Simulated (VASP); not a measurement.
**Mg: relaxation of cell and atoms with PBEsol**

The system is Mg.

```
Mg
1.0
     3.20930    0.00000    0.00000
    -1.60465    2.77934    0.00000
     0.00000    0.00000    5.21030
Mg
2
Direct
  0.33333 0.66667 0.25000
  0.66667 0.33333 0.75000
```

```json
{
 "Program": "VASP 6.6.1",
 "Task": "relaxation of cell and atoms",
 "Functional": "PBEsol",
 "Potentials or basis": "VASP PAW PBE potentials, release 64 (Mg)",
 "Cutoff": "600 eV",
 "k mesh": "16 × 16 × 9",
 "Occupations": "fermi-dirac, width 0.1 eV",
 "Spin": "no spin polarisation",
 "Dipole correction": "no",
 "Further INCAR settings": "ALGO = Normal; EDIFF = 1e-06; IBRION = 2; EDIFFG = -0.01; NSW = 60; ISIF = 3"
}
```

* Relaxed volume: 22.52 Å³/atom
* Relaxed cell: a = 3.176 Å, b = 3.176 Å, c = 5.154 Å, α = 90.00°, β = 90.00°, γ = 120.00°
* Space group after relaxing (to 0.1 Å): P6_3/mmc (No. 194)
* Energy gained by relaxing: 2.6 meV/atom
* Ionic steps: 3
* Pressure after relaxing: 0.0 GPa
* Band gap on the k mesh: zero (bands 2 and 3 overlap by 2.23 eV)

Stress tensor (GPa, compression positive):
```
 0.03  0.00  0.00
 0.00  0.03  0.00
 0.00  0.00 -0.06
```

Step by step:
```
step  energy change (eV)  largest force (eV/Å)  pressure (GPa)  volume (Å³)
   1              0.0000                0.0000           -1.12        46.47
   2             -0.0048                0.0000           -0.30        45.39
   3             -0.0052                0.0000            0.00        45.04
```

Final structure:
```
Mg
1.0
     3.17648    0.00000    0.00000
    -1.58824    2.75091    0.00000
     0.00000    0.00000    5.15385
Mg
2
Direct
  0.33333 0.66667 0.25000
  0.66667 0.33333 0.75000
```

Levels at points of the mesh, in eV from the Fermi level:
| k point | band 1 | band 2 | band 3 | band 4 | band 5 | band 6 |
| --- | --- | --- | --- | --- | --- | --- |
| (0.00, 0.00, 0.00) | -7.02 | -1.73 | -1.24 | 11.02 | 11.02 | 11.18 |
| (0.50, 0.00, 0.00) | -2.19 | -2.16 | 2.68 | 3.01 | 3.32 | 3.74 |

It took 47 s on 1 thread of Intel(R) Xeon(R) Platinum 8488C (Sapphire Rapids), on a shared host, peak memory 0.22 GiB.

Caveat: the PAW data sets were made with another functional, which shifts forces and pressure a little.
